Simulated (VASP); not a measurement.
# Eu3Si (Pm-3m) in VASP: single point with PBE+U

Aim: the single point of Eu3Si with PBE+U.

Everything below comes from runs of VASP 6.6.1. Logs are shortened: lines on timing, memory, paths and dates and some standing lists are left out, and cuts for length are marked.

## 1. The cell of the first run

Symmetry: Pm-3m, No. 221, cubic system. The conventional cell has a = 5.001 Å, b = 5.001 Å, c = 5.001 Å, α = 90.00°, β = 90.00°, γ = 90.00°. Eu (site symmetry 4/mmm) has 8 Eu at 3.54 Å and 4 Si at 3.54 Å within 4.6 Å. Within 4.6 Å of Si (site symmetry m-3m) lie 12 Eu at 3.54 Å.

## 2. Single point, PBE+U

Contents of INCAR:

```
SYSTEM = Eu3Si
PREC = Accurate ; ENCUT = 520
EDIFF = 1E-6 ; ISMEAR = 0
SIGMA = 0.05 ; LREAL = .False.
LASPH = .True. ; NELM = 150
ALGO = Normal ; ISIF = 2
LWAVE = .False. ; LCHARG = .True.
LMAXMIX = 6 ; LDAU = .True.
LDAUTYPE = 2 ; LDAUL = 3 -1
LDAUU = 6 0 ; LDAUJ = 0 0
LDAUPRINT = 1 ; GGA = PE
LELF = .True. ; LVHAR = .True.
NBANDS = 36
```

Contents of KPOINTS:

```
regular mesh
0
Gamma
  6 6 6
  0 0 0
```

Contents of POSCAR:

```
Eu3Si
1.0
    5.0006216529      0.0000000000      0.0000000000
    0.0000000000      5.0006216529      0.0000000000
    0.0000000000      0.0000000000      5.0006216529
Eu Si
3 1
Direct
    0.0000000000      0.5000000000      0.5000000000
    0.5000000000      0.5000000000      0.0000000000
    0.5000000000      0.0000000000      0.5000000000
    0.0000000000      0.0000000000      0.0000000000
```

Potentials or basis: VASP PAW PBE potentials, release 64 (Eu, Si).

Started as:

```console
$ cat potpaw_PBE.64/Eu/POTCAR potpaw_PBE.64/Si/POTCAR > POTCAR
$ mpirun -np 1 vasp_std > vasp.out
```

OUTCAR:

```text
SYSTEM = Eu3Si
   PREC = Accurate
   ENCUT = 520
   EDIFF = 1E-6
   ISMEAR = 0
   LREAL = .False.
   LASPH = .True.
   NELM = 150
   ISIF = 2
   GGA = PE

 ion  position               nearest neighbor table
   1  0.000  0.500  0.500-   2 3.54   3 3.54   2 3.54   3 3.54   2 3.54   3 3.54   2 3.54   3 3.54

   2  0.500  0.500  0.000-   1 3.54   3 3.54   1 3.54   3 3.54   3 3.54   3 3.54   1 3.54   1 3.54

   3  0.500  0.000  0.500-   1 3.54   2 3.54   2 3.54   1 3.54   2 3.54   2 3.54   1 3.54   1 3.54

   4  0.000  0.000  0.000-

  LATTYP: Found a simple cubic cell.
 ALAT       =     5.0006216529

  Lattice vectors:

 A1 = (   5.0006216529,   0.0000000000,   0.0000000000)
 A2 = (   0.0000000000,   5.0006216529,   0.0000000000)
 A3 = (   0.0000000000,   0.0000000000,   5.0006216529)

Analysis of symmetry for initial positions (statically):
=====================================================================
 Subroutine PRICEL returns:
 Original cell was already a primitive cell.

 Routine SETGRP: Setting up the symmetry group for a
 simple cubic supercell.

 Subroutine GETGRP returns: Found 48 space group operations
 (whereof 48 operations were pure point group operations)
 out of a pool of 48 trial point group operations.

The static configuration has the point symmetry O_h .

Analysis of symmetry for dynamics (positions and initial velocities):
=====================================================================
 Subroutine PRICEL returns:
 Original cell was already a primitive cell.

 Routine SETGRP: Setting up the symmetry group for a
 simple cubic supercell.

 Subroutine GETGRP returns: Found 48 space group operations
 (whereof 48 operations were pure point group operations)
 out of a pool of 48 trial point group operations.

The dynamic configuration has the point symmetry O_h .

 Subroutine INISYM returns: Found 48 space group operations
 (whereof 48 operations are pure point group operations),
 and found     1 'primitive' translations

----------------------------------------------------------------------------------------

                                     Primitive cell

  volume of cell :     125.0466

  direct lattice vectors                    reciprocal lattice vectors
     5.000621653  0.000000000  0.000000000     0.199975137  0.000000000  0.000000000
     0.000000000  5.000621653  0.000000000     0.000000000  0.199975137  0.000000000
     0.000000000  0.000000000  5.000621653     0.000000000  0.000000000  0.199975137

  length of vectors
     5.000621653  5.000621653  5.000621653     0.199975137  0.199975137  0.199975137

  position of ions in fractional coordinates (direct lattice)
     0.000000000  0.500000000  0.500000000
     0.500000000  0.500000000  0.000000000
     0.500000000  0.000000000  0.500000000
     0.000000000  0.000000000  0.000000000

  ion indices of the primitive-cell ions
   primitive index   ion index
                 1           1
                 2           2
                 3           3
                 4           4

----------------------------------------------------------------------------------------

 KPOINTS: regular mesh

Automatic generation of k-mesh.
 Grid dimensions read from file:
 generate k-points for:    6    6    6

 Generating k-lattice:

  Cartesian coordinates                     Fractional coordinates (reciprocal lattice)
     0.033329189  0.000000000  0.000000000     0.166666667  0.000000000  0.000000000
     0.000000000  0.033329189  0.000000000     0.000000000  0.166666667  0.000000000
     0.000000000  0.000000000  0.033329189     0.000000000  0.000000000  0.166666667

  Length of vectors
     0.033329189  0.033329189  0.033329189

  Shift w.r.t. Gamma in fractional coordinates (k-lattice)
     0.000000000  0.000000000  0.000000000

 Subroutine IBZKPT returns following result:
 ===========================================

 Found     20 irreducible k-points:

 Following reciprocal coordinates:
            Coordinates               Weight
  0.000000  0.000000  0.000000      1.000000
  0.166667  0.000000  0.000000      6.000000
  0.333333  0.000000  0.000000      6.000000
  0.500000  0.000000  0.000000      3.000000
  0.166667  0.166667  0.000000     12.000000
  0.333333  0.166667  0.000000     24.000000
[... 12 lines left out ...]
  0.500000  0.500000  0.333333      6.000000
  0.500000  0.500000  0.500000      1.000000
   k-points           NKPTS =     20   k-points in BZ     NKDIM =     20   number of bands    NBANDS=     36
   number of dos      NEDOS =    301   number of ions     NIONS =      4
   total plane-waves  NPLWV =  64000
   dimension x,y,z NGX =    40 NGY =   40 NGZ =   40
   dimension x,y,z NGXF=    80 NGYF=   80 NGZF=   80
   ions per type =               3   1
   NGX,Y,Z   is equivalent  to a cutoff of  13.30, 13.30, 13.30 a.u.
   NGXF,Y,Z  is equivalent  to a cutoff of  26.60, 26.60, 26.60 a.u.
 SYSTEM =  Eu3Si
   PREC   = accura    normal or accurate (medium, high low for compatibility)
   ISTART =      0    job   : 0-new  1-cont  2-samecut
   ICHARG =      2    charge: 1-file 2-atom 10-const
   ISPIN  =      1    spin polarized calculation?
   LNONCOLLINEAR =      F non collinear calculations
   LSORBIT =      F    spin-orbit coupling
   LASPH  =      T    aspherical Exc in radial PAW
   ENCUT  =  520.0 eV  38.22 Ry    6.18 a.u.   9.30  9.30  9.30*2*pi/ulx,y,z
   NELM   =    150;   NELMIN=  2; NELMDL= -5     # of ELM steps
   EDIFF  = 0.1E-05   stopping-criterion for ELM
   LREAL  =      F    real-space projection
   EDIFFG = 0.1E-04   stopping-criterion for IOM
   NSW    =      0    number of steps for IOM
   IBRION =     -1    ionic relax: 0-MD 1-quasi-New 2-CG
   NFREE  =      0    steps in history (QN), initial steepest desc. (CG)
   ISIF   =      2    stress and relaxation
   ISYM   =      2    0-nonsym 1-usesym 2-fastsym
   POTIM  = 0.5000    time-step for ionic-motion
   TEBEG  =    0.0;   TEEND  =   0.0 temperature during run
   PSTRESS=    0.0 pullay stress
   NELECT =      55.0000    total number of electrons
   NUPDOWN=      -1.0000    fix difference up-down
   EMIN   =  10.00;   EMAX   =-10.00  energy-range for DOS
   EFERMI =   0.00;   METHOD = LEGACY
   ISMEAR =     0;   SIGMA  =   0.05  broadening in eV -4-tet -1-fermi 0-gaus
   EFERMI_NEDOS =   21; number of points for ismear=-14 and -15
   IALGO  =     38    algorithm
   IMIX   =      4    mixing-type and parameters
     AMIX     =   0.40;   BMIX     =  1.00
     AMIX_MAG =   1.60;   BMIX_MAG =  1.00
  volume/ion in A,a.u.               =      31.26       210.96
  Fermi-wavevector in a.u.,A,eV,Ry     =   1.245007  2.352722 21.089601  1.550042
  Thomas-Fermi vector in A             =   2.379248
   LORBIT       =      0    0 simple, 1 ext, 2 COOP (PROOUT), +10 PAW based schemes
 LDA+U is selected, type is set to LDAUTYPE =  2
   angular momentum for each species LDAUL =     3   -1
   U (eV)           for each species LDAUU =   6.0  0.0
   J (eV)           for each species LDAUJ =   0.0  0.0
   GGA     = PE    functional components
   LHFCALC =     F    Hartree Fock is set to
   AEXX    =    0.0000 exact exchange contribution
   IVDW    =     0    specifies the selected vdW correction
   LEPSILON=     F    determine dielectric tensor
   LRPA    =     F    only Hartree local field effects (RPA)
 non-spin polarized calculation
 Gauss-broadening in eV      SIGMA  =   0.05
  energy-cutoff  :      520.00
  volume of cell :      125.05
 maximum number of plane-waves:      3407
 NGX is ok and might be reduce to    40
   NGX = 19   NGY = 19   NGZ = 19

atom =   1  type =  1  l = 3

 onsite density matrix

spin component  1

  0.3888 -0.0000 -0.4683 -0.0000 -0.0000  0.0000 -0.0000
 -0.0000  0.0113 -0.0000  0.0000  0.0000  0.0000 -0.0000
 -0.4683 -0.0000  0.6227  0.0000  0.0000 -0.0000 -0.0000
 -0.0000  0.0000  0.0000  0.0230  0.0000 -0.0039 -0.0000
 -0.0000  0.0000  0.0000  0.0000  0.6215 -0.0000  0.4730
  0.0000  0.0000 -0.0000 -0.0039 -0.0000  0.9884 -0.0000
 -0.0000 -0.0000 -0.0000 -0.0000  0.4730 -0.0000  0.3772
[... 95 lines left out ...]
  o =  0.0109  v =  0.7906 -0.0000  0.6124  0.0000  0.0000 -0.0000 -0.0000  0.0000  0.0000  0.0000  0.0000  0.0000  0.0000  0.0000      0.0000  0.0000  0.0000  0.0000  0.0000  0.0000  0.0000  0.0000  0.0000  0.0000  0.0000  0.0000  0.0000  0.0000
  o =  0.0109  v =  0.0000  0.0000  0.0000  0.0000  0.0000  0.0000  0.0000  0.7906 -0.0000  0.6124  0.0000  0.0000 -0.0000 -0.0000      0.0000  0.0000  0.0000  0.0000  0.0000  0.0000  0.0000  0.0000  0.0000  0.0000  0.0000  0.0000  0.0000  0.0000
  o =  0.0113  v =  0.0000  1.0000  0.0000 -0.0000  0.0000  0.0000 -0.0000  0.0000  0.0000  0.0000  0.0000  0.0000  0.0000  0.0000      0.0000  0.0000  0.0000  0.0000  0.0000  0.0000  0.0000  0.0000  0.0000  0.0000  0.0000  0.0000  0.0000  0.0000
  o =  0.0113  v =  0.0000  0.0000  0.0000  0.0000  0.0000  0.0000  0.0000  0.0000  1.0000  0.0000 -0.0000  0.0000  0.0000 -0.0000      0.0000  0.0000  0.0000  0.0000  0.0000  0.0000  0.0000  0.0000  0.0000  0.0000  0.0000  0.0000  0.0000  0.0000
  o =  0.0230  v =  0.0000 -0.0000  0.0000 -1.0000 -0.0002  0.0040  0.0003  0.0000  0.0000  0.0000  0.0000  0.0000  0.0000  0.0000      0.0000  0.0000  0.0000  0.0000  0.0000  0.0000  0.0000  0.0000  0.0000  0.0000  0.0000  0.0000  0.0000  0.0000
  o =  0.0230  v =  0.0000  0.0000  0.0000  0.0000  0.0000  0.0000  0.0000  0.0000 -0.0000  0.0000 -1.0000 -0.0002  0.0040  0.0003      0.0000  0.0000  0.0000  0.0000  0.0000  0.0000  0.0000  0.0000  0.0000  0.0000  0.0000  0.0000  0.0000  0.0000
  o =  0.0230  v =  0.0000  0.0000  0.0000  0.0000  0.0000  0.0000  0.0000  0.0000  0.0000  0.0000  0.0004 -0.6155 -0.0000  0.7881      0.0000  0.0000  0.0000  0.0000  0.0000  0.0000  0.0000  0.0000  0.0000  0.0000  0.0000  0.0000  0.0000  0.0000
  o =  0.0230  v =  0.0000  0.0000  0.0000  0.0004 -0.6155 -0.0000  0.7881  0.0000  0.0000  0.0000  0.0000  0.0000  0.0000  0.0000      0.0000  0.0000  0.0000  0.0000  0.0000  0.0000  0.0000  0.0000  0.0000  0.0000  0.0000  0.0000  0.0000  0.0000
  o =  0.9878  v =  0.6124 -0.0000 -0.7906 -0.0000  0.0000 -0.0000  0.0000  0.0000  0.0000  0.0000  0.0000  0.0000  0.0000  0.0000      0.0000  0.0000  0.0000  0.0000  0.0000  0.0000  0.0000  0.0000  0.0000  0.0000  0.0000  0.0000  0.0000  0.0000
  o =  0.9878  v =  0.0000  0.0000  0.0000  0.0000  0.0000  0.0000  0.0000  0.6124 -0.0000 -0.7906 -0.0000  0.0000 -0.0000  0.0000      0.0000  0.0000  0.0000  0.0000  0.0000  0.0000  0.0000  0.0000  0.0000  0.0000  0.0000  0.0000  0.0000  0.0000
  o =  0.9884  v =  0.0000  0.0000  0.0000  0.0000  0.0000  0.0000  0.0000  0.0000 -0.0000 -0.0000 -0.0000 -0.7881 -0.0004 -0.6155      0.0000  0.0000  0.0000  0.0000  0.0000  0.0000  0.0000  0.0000  0.0000  0.0000  0.0000  0.0000  0.0000  0.0000
  o =  0.9884  v =  0.0000 -0.0000 -0.0000 -0.0000 -0.7881 -0.0004 -0.6155  0.0000  0.0000  0.0000  0.0000  0.0000  0.0000  0.0000      0.0000  0.0000  0.0000  0.0000  0.0000  0.0000  0.0000  0.0000  0.0000  0.0000  0.0000  0.0000  0.0000  0.0000
  o =  0.9884  v = -0.0000  0.0000  0.0000 -0.0040  0.0003 -1.0000  0.0002  0.0000  0.0000  0.0000  0.0000  0.0000  0.0000  0.0000      0.0000  0.0000  0.0000  0.0000  0.0000  0.0000  0.0000  0.0000  0.0000  0.0000  0.0000  0.0000  0.0000  0.0000
  o =  0.9884  v =  0.0000  0.0000  0.0000  0.0000  0.0000  0.0000  0.0000 -0.0000  0.0000  0.0000 -0.0040  0.0003 -1.0000  0.0002      0.0000  0.0000  0.0000  0.0000  0.0000  0.0000  0.0000  0.0000  0.0000  0.0000  0.0000  0.0000  0.0000  0.0000

 number of electron      55.0000023 magnetization

 Free energy of the ion-electron system (eV)
  ---------------------------------------------------
  ext. energy  EPLUGINS =         0.00000000
  ---------------------------------------------------
  free energy    TOTEN  =       -14.18163596 eV

  energy without entropy =      -14.17192472  energy(sigma->0) =      -14.17678034

 E-fermi :   3.4260     XC(G=0):  -9.8095

 val. band max:        3.4092971673   @ k =   0.3333   0.1667   0.1667
 cond. band min:       3.4461614945   @ k =   0.1667   0.0000   0.0000
 fundamental gap:      0.0368643272
 Fermi energy:         3.4260439756

 k-point     1 :       0.0000    0.0000    0.0000
  band No.  band energies     occupation
      1     -38.9879      2.00000
      2     -38.8827      2.00000
      3     -38.8827      2.00000
      4     -17.9287      2.00000
      5     -17.9287      2.00000
      6     -17.9287      2.00000
[... 769 lines left out ...]
     35       3.9751      0.00000
     36       4.0590      0.00000

------------------------ aborting loop because EDIFF is reached ----------------------------------------

  FORCE on cell =-STRESS in cart. coord.  units (eV):
  Direction    XX          YY          ZZ          XY          YZ          ZX
  --------------------------------------------------------------------------------------
  -------------------------------------------------------------------------------------
  Total       -5.6363551     -5.6363551     -5.6363551      0.0000000      0.0000000     -0.0000000
  in kB      -72.2165835    -72.2165835    -72.2165835      0.0000000      0.0000000     -0.0000000
  external PRESSURE =     -72.2165835 kB  Pullay stress =       0.0000000 kB

 VOLUME and BASIS-vectors are now :
 -----------------------------------------------------------------------------
  energy-cutoff  :      520.00
  volume of cell :      125.05
      direct lattice vectors                 reciprocal lattice vectors
     5.000621653  0.000000000  0.000000000     0.199975137  0.000000000  0.000000000
     0.000000000  5.000621653  0.000000000     0.000000000  0.199975137  0.000000000
     0.000000000  0.000000000  5.000621653     0.000000000  0.000000000  0.199975137

 POSITION                                       TOTAL-FORCE (eV/Angst)
 -----------------------------------------------------------------------------------
      0.00000      2.50031      2.50031         0.000000      0.000000      0.000000
      2.50031      2.50031      0.00000         0.000000      0.000000      0.000000
      2.50031      0.00000      2.50031         0.000000      0.000000      0.000000
      0.00000      0.00000      0.00000         0.000000      0.000000      0.000000
 -----------------------------------------------------------------------------------
    total drift:                               -0.000000     -0.000000     -0.000000

  FREE ENERGIE OF THE ION-ELECTRON SYSTEM (eV)
  ---------------------------------------------------
  free  energy   TOTEN  =       -14.1816359636 eV

  energy  without entropy=      -14.1719247243  energy(sigma->0) =      -14.17678034
```

Wall time 12 min (1 thread of Intel Xeon Platinum 8488C (Sapphire Rapids), shared host); peak memory 0.3 GiB.

What came out:

```
Free energy            : -14.1816 eV
Pressure               : -7.2 GPa
Band gap on the k mesh : zero (an odd number of electrons rules out a gap without spin polarisation)
```

Levels at points of the mesh, in eV from the Fermi level:
```
           k point  band 26  band 27  band 28  band 29  band 30  band 31
(0.00, 0.00, 0.00)    -0.55    -0.55    -0.55    -0.37    -0.37    -0.37
(0.50, 0.00, 0.00)    -1.33    -0.13     0.17     0.30     0.41     0.41
(0.50, 0.50, 0.00)    -0.66     0.02     0.02     0.30     0.35     0.37
(0.50, 0.50, 0.50)    -1.16    -1.16    -1.16     0.29     0.37     0.37
```

Eigenvalues of the final occupation matrices:
| site | spin | trace | eigenvalues |
| --- | --- | --- | --- |
| site 1 f | 1 | 3.03 | 0.01 0.01 0.02 0.02 0.99 0.99 0.99 |
| site 1 f | 2 | 3.03 | 0.01 0.01 0.02 0.02 0.99 0.99 0.99 |
| site 2 f | 1 | 3.03 | 0.01 0.01 0.02 0.02 0.99 0.99 0.99 |
| site 2 f | 2 | 3.03 | 0.01 0.01 0.02 0.02 0.99 0.99 0.99 |
| site 3 f | 1 | 3.03 | 0.01 0.01 0.02 0.02 0.99 0.99 0.99 |
| site 3 f | 2 | 3.03 | 0.01 0.01 0.02 0.02 0.99 0.99 0.99 |

Caveat: the cell stands under tension; spin-orbit coupling is left out, which moves the levels of the heavy elements; U without spin polarisation on a metal has little footing.

The gap in the log of VASP goes by the Fermi energy; the results here count the filled bands.